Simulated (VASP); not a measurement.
# ZnS (F-43m) in VASP: settings compared

The runs below take ZnS through single point, with PBEsol+D3(BJ), PBEsol+D4, PBE.

Everything below comes from runs of VASP 6.6.1. Logs are shortened: lines on timing, memory, paths and dates and some standing lists are left out, and cuts for length are marked.

**Measured values to compare with.**

“Electronic, vibrational, and thermodynamic properties of ZnS (zincblende and rocksalt structure)”, 2009, arxiv:0911.5022 quotes, for a bulk crystal of ZnS at 19 K: band gap 3.85 eV (direct).

The results are compared with them further down.

## 1. The cell of the first run

Symmetry: F-43m, No. 216, cubic system. The conventional cell has a = 5.308 Å, b = 5.308 Å, c = 5.308 Å, α = 90.00°, β = 90.00°, γ = 90.00°. Zn (site symmetry -43m) has 4 S at 2.30 Å within 3.0 Å. Within 3.0 Å of S (site symmetry -43m) lie 4 Zn at 2.30 Å.

## 2. Single point, PBEsol+D3(BJ)

INCAR

```
SYSTEM = ZnS
PREC     = Accurate       ! precision mode
ENCUT    = 520            ! plane-wave cutoff, eV
EDIFF    = 1E-6           ! SCF threshold, eV
ISMEAR   = -1             ! smearing method
SIGMA    = 0.05           ! smearing width, eV
LREAL    = .FALSE.        ! projectors in reciprocal space
LASPH    = .TRUE.         ! aspherical terms in the spheres
NELM     = 80             ! most SCF steps
ALGO     = Normal         ! electronic algorithm
ISIF     = 2              ! what is computed and relaxed
LWAVE    = .FALSE.        ! write WAVECAR
LCHARG   = .FALSE.        ! write CHGCAR
GGA      = PS             ! functional
IVDW     = 12             ! dispersion correction
NBANDS   = 16             ! bands
```

KPOINTS

```
Automatic mesh
0
G
  9 9 9
  0 0 0
```

POSCAR

```
ZnS
1.0
    0.0000000000      2.6538557755      2.6538557755
    2.6538557755      0.0000000000      2.6538557755
    2.6538557755      2.6538557755      0.0000000000
Zn S
1 1
Direct
    0.7500000000      0.7500000000      0.7500000000
    0.0000000000      0.0000000000      0.0000000000
```

Potentials or basis: VASP PAW PBE potentials, release 64 (Zn, S).

Command:

```console
$ cat potpaw_PBE.64/Zn/POTCAR potpaw_PBE.64/S/POTCAR > POTCAR
$ mpirun -np 1 vasp_std > vasp.out
```

OUTCAR:

```text
SYSTEM = ZnS
   PREC = Accurate
   ENCUT = 520
   EDIFF = 1E-6
   ISMEAR = -1
   LREAL = .FALSE.
   LASPH = .TRUE.
   NELM = 80
   ISIF = 2
   GGA = PS
   IVDW = 12
 IVDW          = 12

 ion  position               nearest neighbor table
   1  0.750  0.750  0.750-   2 2.30   2 2.30   2 2.30   2 2.30
   2  0.000  0.000  0.000-   1 2.30   1 2.30   1 2.30   1 2.30

  LATTYP: Found a face centered cubic cell.
 ALAT       =     5.3077115510

  Lattice vectors:

 A1 = (   0.0000000000,   2.6538557755,   2.6538557755)
 A2 = (   2.6538557755,   0.0000000000,   2.6538557755)
 A3 = (   2.6538557755,   2.6538557755,   0.0000000000)

Analysis of symmetry for initial positions (statically):
=====================================================================
 Subroutine PRICEL returns:
 Original cell was already a primitive cell.

 Routine SETGRP: Setting up the symmetry group for a
 face centered cubic supercell.

 Subroutine GETGRP returns: Found 24 space group operations
 (whereof 24 operations were pure point group operations)
 out of a pool of 48 trial point group operations.

The static configuration has the point symmetry T_d .

Analysis of symmetry for dynamics (positions and initial velocities):
=====================================================================
 Subroutine PRICEL returns:
 Original cell was already a primitive cell.

 Routine SETGRP: Setting up the symmetry group for a
 face centered cubic supercell.

 Subroutine GETGRP returns: Found 24 space group operations
 (whereof 24 operations were pure point group operations)
 out of a pool of 48 trial point group operations.

The dynamic configuration has the point symmetry T_d .

 Subroutine INISYM returns: Found 24 space group operations
 (whereof 24 operations are pure point group operations),
 and found     1 'primitive' translations

----------------------------------------------------------------------------------------

                                     Primitive cell

  volume of cell :      37.3819

  direct lattice vectors                    reciprocal lattice vectors
     0.000000000  2.653855775  2.653855775    -0.188405114  0.188405114  0.188405114
     2.653855775  0.000000000  2.653855775     0.188405114 -0.188405114  0.188405114
     2.653855775  2.653855775  0.000000000     0.188405114  0.188405114 -0.188405114

  length of vectors
     3.753118830  3.753118830  3.753118830     0.326327230  0.326327230  0.326327230

  position of ions in fractional coordinates (direct lattice)
     0.750000000  0.750000000  0.750000000
     0.000000000  0.000000000  0.000000000

  ion indices of the primitive-cell ions
   primitive index   ion index
                 1           1
                 2           2

----------------------------------------------------------------------------------------

 KPOINTS: Automatic mesh

Automatic generation of k-mesh.
 Grid dimensions read from file:
 generate k-points for:    9    9    9

 Generating k-lattice:

  Cartesian coordinates                     Fractional coordinates (reciprocal lattice)
    -0.020933902  0.020933902  0.020933902     0.111111111  0.000000000  0.000000000
     0.020933902 -0.020933902  0.020933902     0.000000000  0.111111111  0.000000000
     0.020933902  0.020933902 -0.020933902     0.000000000  0.000000000  0.111111111

  Length of vectors
     0.036258581  0.036258581  0.036258581

  Shift w.r.t. Gamma in fractional coordinates (k-lattice)
     0.000000000  0.000000000  0.000000000

 Subroutine IBZKPT returns following result:
 ===========================================

 Found     35 irreducible k-points:

 Following reciprocal coordinates:
            Coordinates               Weight
  0.000000  0.000000  0.000000      1.000000
  0.111111  0.000000  0.000000      8.000000
  0.222222  0.000000  0.000000      8.000000
  0.333333  0.000000  0.000000      8.000000
  0.444444  0.000000  0.000000      8.000000
  0.111111  0.111111  0.000000      6.000000
[... 16 lines left out ...]
 -0.333333  0.333333  0.000000     12.000000
  0.444444  0.444444  0.000000      6.000000
 [... further k-points ...]
   k-points           NKPTS =     35   k-points in BZ     NKDIM =     35   number of bands    NBANDS=     16
   number of dos      NEDOS =    301   number of ions     NIONS =      2
   total plane-waves  NPLWV =  21952
   dimension x,y,z NGX =    28 NGY =   28 NGZ =   28
   dimension x,y,z NGXF=    56 NGYF=   56 NGZF=   56
   ions per type =               1   1
   NGX,Y,Z   is equivalent  to a cutoff of  12.40, 12.40, 12.40 a.u.
   NGXF,Y,Z  is equivalent  to a cutoff of  24.81, 24.81, 24.81 a.u.
 SYSTEM =  ZnS
   PREC   = accura    normal or accurate (medium, high low for compatibility)
   ISTART =      0    job   : 0-new  1-cont  2-samecut
   ICHARG =      2    charge: 1-file 2-atom 10-const
   ISPIN  =      1    spin polarized calculation?
   LNONCOLLINEAR =      F non collinear calculations
   LSORBIT =      F    spin-orbit coupling
   LASPH  =      T    aspherical Exc in radial PAW
   ENCUT  =  520.0 eV  38.22 Ry    6.18 a.u.   6.98  6.98  6.98*2*pi/ulx,y,z
   NELM   =     80;   NELMIN=  2; NELMDL= -5     # of ELM steps
   EDIFF  = 0.1E-05   stopping-criterion for ELM
   LREAL  =      F    real-space projection
   EDIFFG = 0.1E-04   stopping-criterion for IOM
   NSW    =      0    number of steps for IOM
   IBRION =     -1    ionic relax: 0-MD 1-quasi-New 2-CG
   NFREE  =      0    steps in history (QN), initial steepest desc. (CG)
   ISIF   =      2    stress and relaxation
   ISYM   =      2    0-nonsym 1-usesym 2-fastsym
   POTIM  = 0.5000    time-step for ionic-motion
   TEBEG  =    0.0;   TEEND  =   0.0 temperature during run
   PSTRESS=    0.0 pullay stress
   NELECT =      18.0000    total number of electrons
   NUPDOWN=      -1.0000    fix difference up-down
   EMIN   =  10.00;   EMAX   =-10.00  energy-range for DOS
   EFERMI =   0.00;   METHOD = LEGACY
   ISMEAR =    -1;   SIGMA  =   0.05  broadening in eV -4-tet -1-fermi 0-gaus
   EFERMI_NEDOS =   21; number of points for ismear=-14 and -15
   IALGO  =     38    algorithm
   IMIX   =      4    mixing-type and parameters
     AMIX     =   0.40;   BMIX     =  1.00
     AMIX_MAG =   1.60;   BMIX_MAG =  1.00
  volume/ion in A,a.u.               =      18.69       126.13
  Fermi-wavevector in a.u.,A,eV,Ry     =   1.283153  2.424807 22.401733  1.646481
  Thomas-Fermi vector in A             =   2.415422
   LORBIT       =      0    0 simple, 1 ext, 2 COOP (PROOUT), +10 PAW based schemes
   GGA     = PS    functional components
   LHFCALC =     F    Hartree Fock is set to
   AEXX    =    0.0000 exact exchange contribution
   IVDW    =    12    specifies the selected vdW correction
   LEPSILON=     F    determine dielectric tensor
   LRPA    =     F    only Hartree local field effects (RPA)
 non-spin polarized calculation
  energy-cutoff  :      520.00
  volume of cell :       37.38
 maximum number of plane-waves:      1018
   NGX = 13   NGY = 13   NGZ = 13

 number of electron      18.0000017 magnetization

 Free energy of the ion-electron system (eV)
  ---------------------------------------------------
  ext. energy  EPLUGINS =         0.00000000
  ---------------------------------------------------
  free energy    TOTEN  =        -7.57997358 eV

  energy without entropy =       -7.57997358  energy(sigma->0) =       -7.57997358

 E-fermi :   3.5570     XC(G=0): -10.1052

 val. band max:        2.5333808530   @ k =   0.0000   0.0000   0.0000
 cond. band min:       4.7470721411   @ k =   0.0000   0.0000   0.0000
 fundamental gap:      2.2136912881
 Fermi energy:         3.5570088297

 k-point     1 :       0.0000    0.0000    0.0000
  band No.  band energies     occupation
      1     -11.0159      2.00000
      2      -4.0735      2.00000
      3      -4.0735      2.00000
      4      -4.0735      2.00000
      5      -3.5085      2.00000
      6      -3.5085      2.00000
[... 8 lines left out ...]
     15      14.3316      0.00000
     16      14.4746      0.00000

 k-point     2 :       0.1111    0.0000    0.0000
  band No.  band energies     occupation
      1     -10.9125      2.00000
      2      -4.0786      2.00000
      3      -4.0546      2.00000
      4      -4.0546      2.00000
      5      -3.5104      2.00000
      6      -3.5104      2.00000
[... 8 lines left out ...]
     15      13.7680      0.00000
     16      15.1634      0.00000

 k-point     3 :       0.2222    0.0000    0.0000
  band No.  band energies     occupation
      1     -10.6319      2.00000
      2      -4.0639      2.00000
      3      -4.0102      2.00000
      4      -4.0102      2.00000
      5      -3.5094      2.00000
      6      -3.5094      2.00000
[... 8 lines left out ...]
     15      13.3966      0.00000
     16      14.8435      0.00000

 k-point     4 :       0.3333    0.0000    0.0000
  band No.  band energies     occupation
      1     -10.2716      2.00000
      2      -3.9686      2.00000
      3      -3.9686      2.00000
      4      -3.9422      2.00000
      5      -3.4953      2.00000
      6      -3.4953      2.00000
[... 8 lines left out ...]
     15      14.1311      0.00000
     16      14.3332      0.00000

 k-point     5 :       0.4444    0.0000    0.0000
  band No.  band energies     occupation
      1     -10.0052      2.00000
      2      -3.9481      2.00000
      3      -3.9481      2.00000
      4      -3.5769      2.00000
      5      -3.4767      2.00000
      6      -3.4767      2.00000
[... 8 lines left out ...]
     15      15.6280      0.00000
     16      15.6280      0.00000

 k-point     6 :       0.1111    0.1111    0.0000
  band No.  band energies     occupation
      1     -10.8780      2.00000
      2      -4.0975      2.00000
      3      -4.0392      2.00000
      4      -4.0392      2.00000
      5      -3.5246      2.00000
      6      -3.4982      2.00000
[... 8 lines left out ...]
     15      14.4950      0.00000
     16      15.5772      0.00000
[... 267 lines left out ...]
 k-point    21 :       0.4444    0.3333    0.0000
  band No.  band energies     occupation
      1      -9.7962      2.00000
      2      -4.1311      2.00000
      3      -3.7596      2.00000
      4      -3.7475      2.00000
      5      -3.4374      2.00000
      6      -3.4224      2.00000
[... 8 lines left out ...]
     15      16.3175      0.00000
     16      18.1193      0.00000

 k-point    22 :      -0.4444    0.3333    0.0000
  band No.  band energies     occupation
      1      -9.6653      2.00000
      2      -4.0357      2.00000
      3      -3.7571      2.00000
      4      -3.6672      2.00000
      5      -3.4579      2.00000
      6      -3.1929      2.00000
[... 8 lines left out ...]
     15      15.6591      0.00000
     16      18.0404      0.00000

 k-point    23 :      -0.3333    0.3333    0.0000
  band No.  band energies     occupation
      1      -9.7014      2.00000
      2      -3.9744      2.00000
      3      -3.8005      2.00000
      4      -3.5804      2.00000
      5      -3.4922      2.00000
      6      -3.2188      2.00000
[... 8 lines left out ...]
     15      14.2424      0.00000
     16      19.3137      0.00000

 k-point    24 :       0.4444    0.4444    0.0000
  band No.  band energies     occupation
      1      -9.6639      2.00000
      2      -4.1705      2.00000
      3      -3.7017      2.00000
      4      -3.7017      2.00000
      5      -3.4233      2.00000
      6      -3.3456      2.00000
[... 8 lines left out ...]
     15      16.2436      0.00000
     16      17.7642      0.00000

 [... further k-points ...]

------------------------ aborting loop because EDIFF is reached ----------------------------------------

 Edisp (eV)   -0.54671

 E8    (eV) :    -0.3348

  FORCE on cell =-STRESS in cart. coord.  units (eV):
  Direction    XX          YY          ZZ          XY          YZ          ZX
  --------------------------------------------------------------------------------------
  -------------------------------------------------------------------------------------
  Total       0.04485     0.04485     0.04485     0.00000     0.00000     0.00000
  in kB       1.92221     1.92221     1.92221     0.00000     0.00000     0.00000
  external pressure =        1.92 kB  Pullay stress =        0.00 kB

 VOLUME and BASIS-vectors are now :
 -----------------------------------------------------------------------------
  energy-cutoff  :      520.00
  volume of cell :       37.38
      direct lattice vectors                 reciprocal lattice vectors
     0.000000000  2.653855775  2.653855775    -0.188405114  0.188405114  0.188405114
     2.653855775  0.000000000  2.653855775     0.188405114 -0.188405114  0.188405114
     2.653855775  2.653855775  0.000000000     0.188405114  0.188405114 -0.188405114

 POSITION                                       TOTAL-FORCE (eV/Angst)
 -----------------------------------------------------------------------------------
      3.98078      3.98078      3.98078         0.000000      0.000000      0.000000
      0.00000      0.00000      0.00000        -0.000000     -0.000000     -0.000000
 -----------------------------------------------------------------------------------
    total drift:                                0.000002      0.000002      0.000002

  FREE ENERGIE OF THE ION-ELECTRON SYSTEM (eV)
  ---------------------------------------------------
  free  energy   TOTEN  =        -8.1266790465 eV

  energy  without entropy=       -8.1266790465  energy(sigma->0) =       -8.12667905
```

It took 29 s on 1 thread of Intel Xeon 8259CL, shared host; peak memory 0.17 GiB.

Results:

```yaml
Free_energy: -8.1267 eV
Pressure: 0.2 GPa
Band_gap_on_the_k_mesh: 2.21 eV, direct
Dispersion_energy_per_atom: -0.273 eV
```

Levels at points of the mesh, in eV from the valence-band top:
```tsv
k point	band 5	band 6	band 7	band 8	band 9	band 10	band 11	band 12	band 13	band 14
(0.00, 0.00, 0.00)	-6.04	-6.04	0.00	0.00	0.00	2.21	6.26	6.26	6.26	11.80
```

Caveat: the PAW data sets were made with another functional, which shifts forces and pressure a little.

## 3. Single point, PBEsol+D4

This run uses another cell than the first one, of 18.87 Å³/atom, 1.010 times its volume.

INCAR

```
SYSTEM = ZnS
PREC = Accurate ; ENCUT = 520
EDIFF = 1E-6 ; ISMEAR = -1
SIGMA = 0.05 ; LREAL = .False.
LASPH = .True. ; NELM = 80
ALGO = Normal ; ISIF = 2
LWAVE = .False. ; LCHARG = .False.
GGA = PS ; IVDW = 13
NBANDS = 16
```

KPOINTS

```
Automatic mesh
0
Gamma
  9 9 9
  0 0 0
```

POSCAR

```
ZnS
1.0
    0.0000000000      2.6622899021      2.6622899021
    2.6622899021      0.0000000000      2.6622899021
    2.6622899021      2.6622899021      0.0000000000
Zn S
1 1
Direct
    0.7500000000      0.7500000000      0.7500000000
    0.0000000000      0.0000000000      0.0000000000
```

Potentials or basis: VASP PAW PBE potentials, release 64 (Zn, S).

Command:

```console
$ cat potpaw_PBE.64/Zn/POTCAR potpaw_PBE.64/S/POTCAR > POTCAR
$ mpirun -np 1 vasp_std > vasp.out
```

It took 29 s on 1 thread of Intel Xeon 8259CL, shared host; peak memory 0.16 GiB.

The run converged. Its results:

- Free energy: -7.9518 eV
- Pressure: 0.2 GPa
- Band gap on the k mesh: 2.17 eV, direct
- Dispersion energy per atom: -0.184 eV

Levels at points of the mesh, in eV from the valence-band top:
| k point | band 7 | band 8 | band 9 | band 10 | band 11 | band 12 |
| --- | --- | --- | --- | --- | --- | --- |
| (0.00, 0.00, 0.00) | 0.00 | 0.00 | 0.00 | 2.17 | 6.27 | 6.27 |

Caveat: the PAW data sets were made with another functional, which shifts forces and pressure a little.

(Continued in part 2 of 2.)
